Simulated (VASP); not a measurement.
Wanted: the native input for a VASP 6.6.1 run.

- Task: single point
- Functional: PBE
- Potentials or basis: VASP PAW PBE potentials, release 64 (Na_pv, O, Tl_d)
- Cutoff: 520 eV
- k mesh: 6 × 6 × 6
- Occupations: fermi-dirac, width 0.1 eV
- Spin: non-collinear spin, zero start, spin-orbit coupling
- Starting moments: [[0.0, 0.0, 0.0], [0.0, 0.0, 0.0], [0.0, 0.0, 0.0], [0.0, 0.0, 0.0], [0.0, 0.0, 0.0]] μB
- Dipole correction: no
- Further INCAR settings: ALGO = Normal; EDIFF = 1e-06; NBANDS = 55

The structure of Na3TlO lies in POSCAR:

```
Na3TlO
1.0
    4.7594565016      0.0000000000      0.0000000000
    0.0000000000      4.7594565016      0.0000000000
    0.0000000000      0.0000000000      4.7594565016
Na O Tl
3 1 1
Direct
    0.5000000000      0.0000000000      0.5000000000
    0.0000000000      0.5000000000      0.5000000000
    0.5000000000      0.5000000000      0.0000000000
    0.5000000000      0.5000000000      0.5000000000
    0.0000000000      0.0000000000      0.0000000000
```

One way to write it, as run:

INCAR

```
PREC = Accurate ; ENCUT = 520
EDIFF = 1E-6 ; ISMEAR = -1
SIGMA = 0.1 ; LREAL = False
LASPH = True ; NELM = 150
ALGO = Normal ; ISIF = 2
LWAVE = False ; LCHARG = True
LNONCOLLINEAR = True ; MAGMOM = 0 0 0 0 0 0 0 0 0 0 0 0 0 0 0
LORBIT = 11 ; LSORBIT = True
GGA_COMPAT = False ; LORBMOM = True
GGA = PE ; LVHAR = True
NBANDS = 55
```

KPOINTS

```
Automatic mesh
0
Gamma
  6 6 6
```

Potentials or basis: VASP PAW PBE potentials, release 64 (Na_pv, O, Tl_d).

Command:

```console
$ cat potpaw_PBE.64/Na_pv/POTCAR potpaw_PBE.64/O/POTCAR potpaw_PBE.64/Tl_d/POTCAR > POTCAR
$ mpirun -np 1 vasp_ncl > vasp.out
```

It gave:

| Item | Value |
| --- | --- |
| Pressure | 0.1 GPa |
| Net moment | 0.00 μB per cell |
| Valence electrons inside the program's atomic spheres | Na 6.07; O 4.88; Tl 11.25 |

Run time: 7 min on 1 thread of Intel Xeon 8259CL, with other jobs on the host, peak memory 0.49 GiB.
